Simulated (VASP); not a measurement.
# Zn7PdO8 (P3m1) in VASP: single point with PBEsol+U

Aim: the single point of Zn7PdO8 with PBEsol+U.

Program: VASP 6.6.1. These are calculated values, not measurements. Logs are shortened: lines on timing, memory, paths and dates and some standing lists are left out, and cuts for length are marked.

**1. The cell of the first run**

Symmetry: P3m1, No. 156, trigonal system. The conventional cell has a = 6.499 Å, b = 6.499 Å, c = 5.204 Å, α = 90.00°, β = 90.00°, γ = 120.00°. Pd (site symmetry 3m) has 4 O at 2.11 to 2.14 Å within 2.8 Å. Zn (site symmetry m) has 4 O at 1.94 to 1.96 Å within 2.6 Å. Within 2.6 Å of Zn (site symmetry m) lie 4 O at 1.95 to 1.97 Å. Within 2.6 Å of Zn (site symmetry 3m) lie 4 O at 1.97 Å. O (site symmetry 3m) has 3 Zn at 1.97 Å and 1 Pd at 2.11 Å within 2.6 Å. Within 2.6 Å of O (site symmetry m) lie 4 Zn at 1.96 to 1.97 Å. Within 2.6 Å of O (site symmetry m) lie 3 Zn at 1.94 to 1.95 Å and 1 Pd at 2.14 Å. O (site symmetry 3m) has 4 Zn at 1.96 to 1.97 Å within 2.6 Å.

**2. Single point, PBEsol+U, collinear spin**

The input, INCAR:

```
PREC = Accurate
ENCUT = 520
EDIFF = 1E-6
ISMEAR = 0
SIGMA = 0.05
LREAL = Auto
LASPH = True
NELM = 150
ALGO = Normal
ISIF = 2
LWAVE = False
LCHARG = False
ISPIN = 2
MAGMOM = 2 0 0 0 0 0 0 0 0 0 0 0 0 0 0 0
LORBIT = 11
LMAXMIX = 4
LDAU = True
LDAUTYPE = 2
LDAUL = 2 -1 -1
LDAUU = 2 0 0
LDAUJ = 0 0 0
LDAUPRINT = 1
GGA = PS
NBANDS = 89
```

The input, KPOINTS:

```
Automatic mesh
0
Gamma
  3 3 3
```

The input, POSCAR:

```
Zn7PdO8
1.0
    6.4988000034      0.0000000000      0.0000000000
   -3.2494000017      5.6281258971      0.0000000000
    0.0000000000      0.0000000000      5.2038000000
Pd Zn O
1 7 8
Direct
    0.1666666667      0.3333333333      0.0055080751
    0.1625697746      0.8312848873      0.0021773686
    0.6687151127      0.3374302254      0.0021773686
    0.6687151127      0.8312848873      0.0021773686
    0.3364086065      0.1635913935      0.4987452301
    0.3364086065      0.6728172130      0.4987452301
    0.8271827870      0.1635913935      0.4987452301
    0.8333333333      0.6666666667      0.5005415688
    0.1666666667      0.3333333333      0.4101812877
    0.1645051593      0.8322525797      0.3793578361
    0.6677474203      0.3354948407      0.3793578361
    0.6677474203      0.8322525797      0.3793578361
    0.3467667830      0.1532332170      0.8734159128
    0.3467667830      0.6935335660      0.8734159128
    0.8064664340      0.1532332170      0.8734159128
    0.8333333333      0.6666666667      0.8794800252
```

Potentials or basis: VASP PAW PBE potentials, release 64 (Pd, Zn, O).

On the command line:

```
$ cat potpaw_PBE.64/Pd/POTCAR potpaw_PBE.64/Zn/POTCAR potpaw_PBE.64/O/POTCAR > POTCAR
$ mpirun -np 1 vasp_std > vasp.out
```

OUTCAR:

```text
PREC = Accurate
   ENCUT = 520
   EDIFF = 1E-6
   ISMEAR = 0
   LREAL = Auto
   LASPH = True
   NELM = 150
   ISIF = 2
   ISPIN = 2
   LORBIT = 11
   GGA = PS

 ion  position               nearest neighbor table
   1  0.167  0.333  0.006-   9 2.11  13 2.14  15 2.14  14 2.14   5 3.20   7 3.20   6 3.20
   2  0.163  0.831  0.002-  14 1.94  13 1.94  16 1.96  10 1.96
   3  0.669  0.337  0.002-  13 1.94  15 1.94  16 1.96  11 1.96
   4  0.669  0.831  0.002-  14 1.94  15 1.94  16 1.96  12 1.96
   5  0.336  0.164  0.499-  13 1.95   9 1.97  11 1.97  10 1.97   1 3.20
   6  0.336  0.673  0.499-  14 1.95   9 1.97  12 1.97  10 1.97   1 3.20
   7  0.827  0.164  0.499-  15 1.95   9 1.97  12 1.97  11 1.97   1 3.20
   8  0.833  0.667  0.501-  12 1.97  10 1.97  11 1.97  16 1.97
   9  0.167  0.333  0.410-   5 1.97   7 1.97   6 1.97   1 2.11
  10  0.165  0.832  0.379-   2 1.96   5 1.97   6 1.97   8 1.97
  11  0.668  0.335  0.379-   3 1.96   5 1.97   7 1.97   8 1.97
  12  0.668  0.832  0.379-   4 1.96   6 1.97   7 1.97   8 1.97
  13  0.347  0.153  0.873-   3 1.94   2 1.94   5 1.95   1 2.14
  14  0.347  0.694  0.873-   4 1.94   2 1.94   6 1.95   1 2.14
  15  0.806  0.153  0.873-   3 1.94   4 1.94   7 1.95   1 2.14
  16  0.833  0.667  0.879-   4 1.96   2 1.96   3 1.96   8 1.97

  LATTYP: Found a hexagonal cell.
 ALAT       =     6.4988000034
 C/A-ratio  =     0.8007324425

  Lattice vectors:

 A1 = (   6.4988000034,   0.0000000000,   0.0000000000)
 A2 = (  -3.2494000017,   5.6281258971,   0.0000000000)
 A3 = (   0.0000000000,   0.0000000000,   5.2038000000)

Analysis of symmetry for initial positions (statically):
=====================================================================
 Subroutine PRICEL returns:
 Original cell was already a primitive cell.

 Routine SETGRP: Setting up the symmetry group for a
 hexagonal supercell.

 Subroutine GETGRP returns: Found  6 space group operations
 (whereof  2 operations were pure point group operations)
 out of a pool of 24 trial point group operations.

The static configuration has the point symmetry C_1h.
 The point group associated with its full space group is C_3v.

Analysis of symmetry for dynamics (positions and initial velocities):
=====================================================================
 Subroutine PRICEL returns:
 Original cell was already a primitive cell.

 Routine SETGRP: Setting up the symmetry group for a
 hexagonal supercell.

 Subroutine GETGRP returns: Found  6 space group operations
 (whereof  2 operations were pure point group operations)
 out of a pool of 24 trial point group operations.

The dynamic configuration has the point symmetry C_1h.
 The point group associated with its full space group is C_3v.

Analysis of structural, dynamic, and magnetic symmetry:
=====================================================================
 Subroutine PRICEL returns:
 Original cell was already a primitive cell.

 Routine SETGRP: Setting up the symmetry group for a
 hexagonal supercell.

 Subroutine GETGRP returns: Found  6 space group operations
 (whereof  2 operations were pure point group operations)
 out of a pool of 24 trial point group operations.

The overall configuration has the point symmetry C_1h.
 The point group associated with its full space group is C_3v.

 Subroutine INISYM returns: Found  6 space group operations
 (whereof  2 operations are pure point group operations),
 and found     1 'primitive' translations

----------------------------------------------------------------------------------------

[... 128 lines left out ...]
   angular momentum for each species LDAUL =     2   -1   -1
   U (eV)           for each species LDAUU =   2.0  0.0  0.0
   J (eV)           for each species LDAUJ =   0.0  0.0  0.0
   GGA     = PS    functional components
   LHFCALC =     F    Hartree Fock is set to
   AEXX    =    0.0000 exact exchange contribution
   IVDW    =     0    specifies the selected vdW correction
   LEPSILON=     F    determine dielectric tensor
   LRPA    =     F    only Hartree local field effects (RPA)
 spin polarized calculation
 Gauss-broadening in eV      SIGMA  =   0.05
  energy-cutoff  :      520.00
  volume of cell :      190.33
 maximum number of plane-waves:      5141
   NGX = 25   NGY = 25   NGZ = 19

atom =   1  type =  1  l = 2

 onsite density matrix

spin component  1

  0.9708  0.0000 -0.0000  0.0059  0.0000
  0.0000  0.9680  0.0000  0.0000  0.0059
 -0.0000  0.0000  0.9851 -0.0000  0.0000
  0.0059  0.0000 -0.0000  0.9680  0.0000
  0.0000  0.0059  0.0000  0.0000  0.9708

spin component  2

  0.7766 -0.0000  0.0000 -0.1161 -0.0000
 -0.0000  0.8872 -0.0000 -0.0000 -0.1161
  0.0000 -0.0000  0.3603 -0.0000  0.0000
 -0.1161 -0.0000 -0.0000  0.8872 -0.0000
 -0.0000 -0.1161  0.0000 -0.0000  0.7766

 occupancies and eigenvectors

  o =  0.3603  v =  0.0000  0.0000  0.0000  0.0000  0.0000  0.0000  0.0000 -1.0000 -0.0000  0.0000      0.0000  0.0000  0.0000  0.0000  0.0000  0.0000  0.0000  0.0000  0.0000  0.0000
  o =  0.7034  v =  0.0000  0.0000  0.0000  0.0000  0.0000 -0.8457  0.0000  0.0000 -0.5337 -0.0000      0.0000  0.0000  0.0000  0.0000  0.0000  0.0000  0.0000  0.0000  0.0000  0.0000
  o =  0.7034  v =  0.0000  0.0000  0.0000  0.0000  0.0000  0.0000 -0.5337 -0.0000  0.0000 -0.8457      0.0000  0.0000  0.0000  0.0000  0.0000  0.0000  0.0000  0.0000  0.0000  0.0000
  o =  0.9605  v =  0.0000  0.0000  0.0000  0.0000  0.0000  0.5337  0.0000  0.0000 -0.8457 -0.0000      0.0000  0.0000  0.0000  0.0000  0.0000  0.0000  0.0000  0.0000  0.0000  0.0000
  o =  0.9605  v =  0.0000  0.0000  0.0000  0.0000  0.0000  0.0000 -0.8457  0.0000  0.0000  0.5337      0.0000  0.0000  0.0000  0.0000  0.0000  0.0000  0.0000  0.0000  0.0000  0.0000
  o =  0.9634  v =  0.6199 -0.0000 -0.0000 -0.7847  0.0000  0.0000  0.0000  0.0000  0.0000  0.0000      0.0000  0.0000  0.0000  0.0000  0.0000  0.0000  0.0000  0.0000  0.0000  0.0000
  o =  0.9634  v = -0.0000 -0.7847 -0.0000  0.0000  0.6199  0.0000  0.0000  0.0000  0.0000  0.0000      0.0000  0.0000  0.0000  0.0000  0.0000  0.0000  0.0000  0.0000  0.0000  0.0000
  o =  0.9754  v =  0.7847  0.0000 -0.0000  0.6199  0.0000  0.0000  0.0000  0.0000  0.0000  0.0000      0.0000  0.0000  0.0000  0.0000  0.0000  0.0000  0.0000  0.0000  0.0000  0.0000
  o =  0.9754  v = -0.0000  0.6199 -0.0000 -0.0000  0.7847  0.0000  0.0000  0.0000  0.0000  0.0000      0.0000  0.0000  0.0000  0.0000  0.0000  0.0000  0.0000  0.0000  0.0000  0.0000
  o =  0.9851  v = -0.0000  0.0000  1.0000 -0.0000  0.0000  0.0000  0.0000  0.0000  0.0000  0.0000      0.0000  0.0000  0.0000  0.0000  0.0000  0.0000  0.0000  0.0000  0.0000  0.0000

 number of electron     141.9999979 magnetization       2.0735595

 Free energy of the ion-electron system (eV)
  ---------------------------------------------------
  ext. energy  EPLUGINS =         0.00000000
  ---------------------------------------------------
  free energy    TOTEN  =       -76.69485617 eV

  energy without entropy =      -76.69146662  energy(sigma->0) =      -76.69316139

 E-fermi :   2.5241     XC(G=0): -11.3327

 val. band max:        2.4977024256   @ k =   0.0000   0.0000   0.0000
 cond. band min:       2.5308828567   @ k =   0.3333   0.3333   0.3333
 fundamental gap:      0.0331804311
 Fermi energy:         2.5241062514

 spin component 1

 k-point     1 :       0.0000    0.0000    0.0000
  band No.  band energies     occupation
      1     -16.5307      1.00000
      2     -15.9493      1.00000
      3     -15.8369      1.00000
      4     -15.8369      1.00000
      5     -15.7728      1.00000
      6     -15.6258      1.00000
[... 591 lines left out ...]
     82       9.7942      0.00000
     83      10.4799      0.00000
 Fermi energy:         2.5241062514

 spin component 2

 k-point     1 :       0.0000    0.0000    0.0000
  band No.  band energies     occupation
      1     -16.4063      1.00000
      2     -15.7484      1.00000
      3     -15.7066      1.00000
      4     -15.7066      1.00000
      5     -15.6097      1.00000
      6     -15.5196      1.00000
[... 591 lines left out ...]
     82       9.9035      0.00000
     83      10.5092      0.00000
 [bands above 83 left out]

------------------------ aborting loop because EDIFF is reached ----------------------------------------

  FORCE on cell =-STRESS in cart. coord.  units (eV):
  Direction    XX          YY          ZZ          XY          YZ          ZX
  --------------------------------------------------------------------------------------
  -------------------------------------------------------------------------------------
  Total        3.8082591      3.8082591      4.2202576      0.0000000      0.0000000      0.0000000
  in kB       32.0567507     32.0567507     35.5248271      0.0000000      0.0000000      0.0000000
  external PRESSURE =      33.2127761 kB  Pullay stress =       0.0000000 kB

 VOLUME and BASIS-vectors are now :
 -----------------------------------------------------------------------------
  energy-cutoff  :      520.00
  volume of cell :      190.33
      direct lattice vectors                 reciprocal lattice vectors
     6.498800003  0.000000000  0.000000000     0.153874561  0.088839519  0.000000000
    -3.249400002  5.628125897  0.000000000     0.000000000  0.177679039  0.000000000
     0.000000000  0.000000000  5.203800000     0.000000000  0.000000000  0.192167262

 POSITION                                       TOTAL-FORCE (eV/Angst)
 -----------------------------------------------------------------------------------
      0.00000      1.87604      0.02866        -0.000000     -0.000000     -0.066247
     -1.64467      4.67858      0.01133        -0.012938     -0.007470      0.022139
      3.24940      1.89910      0.01133        -0.000000      0.014940      0.022139
      1.64467      4.67858      0.01133         0.012938     -0.007470      0.022139
      1.65468      0.92071      2.59537         0.010201     -0.005890     -0.006504
      0.00000      3.78670      2.59537        -0.000000      0.011779     -0.006504
[... 8 lines left out ...]
      4.74315      0.86242      4.54508         0.222732      0.128595      0.073239
      3.24940      3.75208      4.57664        -0.000000      0.000000     -0.005574
 -----------------------------------------------------------------------------------
    total drift:                                0.000015     -0.000008     -0.011040

  FREE ENERGIE OF THE ION-ELECTRON SYSTEM (eV)
  ---------------------------------------------------
  free  energy   TOTEN  =       -76.6948561678 eV

  energy  without entropy=      -76.6914666205  energy(sigma->0) =      -76.69316139

 total charge

# of ion       s       p       d       tot
------------------------------------------
    1        0.361   0.434   8.507   9.303
    2        0.475   0.531   9.910  10.916
    3        0.475   0.531   9.910  10.916
    4        0.475   0.531   9.910  10.916
    5        0.469   0.511   9.905  10.886
    6        0.469   0.511   9.905  10.886
[... 8 lines left out ...]
   15        1.554   3.416   0.000   4.970
   16        1.545   3.446   0.000   4.990
--------------------------------------------------
tot         16.055  31.501  77.859 125.414

 magnetization (x)

# of ion       s       p       d       tot
------------------------------------------
    1       -0.001   0.054   1.174   1.227
    2       -0.002  -0.002   0.015   0.011
    3       -0.002  -0.002   0.015   0.011
    4       -0.002  -0.002   0.015   0.011
    5       -0.001  -0.000   0.011   0.010
    6       -0.001  -0.000   0.011   0.010
[... 8 lines left out ...]
   15        0.004   0.163   0.000   0.167
   16       -0.000   0.001   0.000   0.001
--------------------------------------------------
tot          0.007   0.696   1.253   1.956
```

It took 5.8 min on 1 thread of Intel Xeon Platinum 8488C (Sapphire Rapids), shared host; peak memory 0.45 GiB.

What came out:

```
Free energy                                           : -76.6949 eV
Pressure                                              : 3.3 GPa
Largest force                                         : 0.267 eV/Å
Net moment                                            : 2.07 μB per cell
Site moments                                          : Pd +1.23; Zn +0.01, +0.00 (each value once); O +0.16, +0.00, +0.17 (each value once) μB
Valence electrons inside the program's atomic spheres : Pd 9.30; Zn 10.92, 10.89, 10.88 (each value once); O 4.96, 4.99, 4.97 (each value once)
```

Forces in eV/Å, atoms in the order of the input:
```
Pd   0.000  0.000 -0.066
Zn  -0.013 -0.007  0.022
Zn   0.000  0.015  0.022
Zn   0.013 -0.007  0.022
Zn   0.010 -0.006 -0.007
Zn   0.000  0.012 -0.007
Zn  -0.010 -0.006 -0.007
Zn   0.000  0.000 -0.001
O    0.000  0.000 -0.157
O   -0.001 -0.001 -0.012
O    0.000  0.002 -0.012
O    0.001 -0.001 -0.012
O   -0.223  0.129  0.073
O    0.000 -0.257  0.073
O    0.223  0.129  0.073
O    0.000  0.000 -0.006
```

Eigenvalues of the final occupation matrices:
```
    site  spin  trace               eigenvalues
site 1 d     1   4.86  0.96 0.96 0.98 0.98 0.99
site 1 d     2   3.69  0.36 0.70 0.70 0.96 0.96
```

Caveat: the k points lie up to 0.40 Å⁻¹ apart; the PAW data sets were made with another functional, which shifts forces and pressure a little.
